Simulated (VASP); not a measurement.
Runs of VASP 6.6.1 on ZrB2. The structure is that of space group P6/mmm (No. 191), or close to it. The cells are those of the table. 

```csv
task,cell,gap on the mesh (eV),pressure (GPa),largest force (eV/Å)
electric field gradients,"a = 3.165, b = 3.138, c = 3.520 Å, angles 89.6, 88.8, 119.1°, 3 atoms",none,-6.5,0.04
electric field gradients,"a = 3.102, b = 3.102, c = 3.520 Å, angles 90.0, 90.0, 120.0°, 3 atoms",none,3.7,-
single point,"a = 3.165, b = 3.151, c = 3.520 Å, angles 89.8, 89.4, 119.6°, 3 atoms",none,-6.7,0.02
single point,"a = 3.166, b = 3.124, c = 3.521 Å, angles 89.4, 88.3, 118.7°, 3 atoms",none,-6.1,0.06
electric field gradients,"a = 3.197, b = 3.197, c = 3.520 Å, angles 90.0, 90.0, 120.0°, 3 atoms",none,(a),-
single point,"a = 3.102, b = 3.102, c = 3.520 Å, angles 90.0, 90.0, 120.0°, 3 atoms",none,3.7,-
electric field gradients,"a = 3.165, b = 3.151, c = 3.520 Å, angles 89.8, 89.4, 119.6°, 3 atoms",none,-6.7,0.02
electric field gradients,"a = 3.165, b = 3.192, c = 3.520 Å, angles 90.4, 91.1, 120.9°, 3 atoms",none,-6.5,0.05
```

Alike in all rows: level LDA; potentials or basis VASP PAW LDA potentials, release 64 (Zr_sv, B); no spin polarisation; k mesh 12 × 12 × 9; cutoff (eV) 520; smearing fermi-dirac 0.05 eV.

Estimate the missing entries.

(a) -11.4.

Caveats: the cell stands under tension (at least some runs); the cell stands under pressure (at least some runs).

A k mesh can miss the band edges, and the runs leave out spin-orbit coupling on Zr.

A gap of «none» marks levels without a gap at the run's occupations.
